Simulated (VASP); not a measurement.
Runs of VASP 6.6.1 on GaAs. The structure is that of space group F-43m (No. 216), or close to it. The cells are those of the table. 

| level | spin | cell | k mesh | smearing | grid for exact exchange (PRECFOCK) | share of exact exchange | screening parameter | gap on the mesh (eV) | pressure (GPa) |
| --- | --- | --- | --- | --- | --- | --- | --- | --- | --- |
| PBE | off | a = 4.087 Å, angles 60.0°, 2 atoms | 8 × 8 × 8 | fermi-dirac 0.02 eV | - | - | - | 0.03 | -0.9 |
| r2SCAN | off | a = 3.886 Å, angles 60.0°, 2 atoms | 8 × 8 × 8 | gaussian 0.01 eV | - | - | - | (a) | (b) |
| HSE06 | off | a = 4.167 Å, angles 60.0°, 2 atoms | 6 × 6 × 6 | fermi-dirac 0.02 eV | Normal | 0.25 | 0.2079 1/Å | 0.38 | -6.2 |
| r2SCAN | non-collinear, zero start, SOC | a = 4.127 Å, angles 60.0°, 2 atoms | 8 × 8 × 8 | fermi-dirac 0.02 eV | - | - | - | - | -5.2 |
| PBE | off | a = 3.886 Å, angles 60.0°, 2 atoms | 8 × 8 × 8 | fermi-dirac 0.02 eV | - | - | - | 1.18 | (c) |

Alike in all rows: task single point; potentials or basis VASP PAW PBE potentials, release 64 (Ga_d, As); cutoff (eV) 520.

Q: Estimate the missing entries.

A: (a) 1.59; (b) 8.3; (c) 11.3.

Caveats: the PAW data sets were made with another functional, which shifts forces and pressure a little (at least some runs); the cell stands under pressure (at least some runs); the cell stands under tension (at least some runs).

A k mesh can miss the band edges, and rows without SOC leave out spin-orbit coupling on As, Ga.
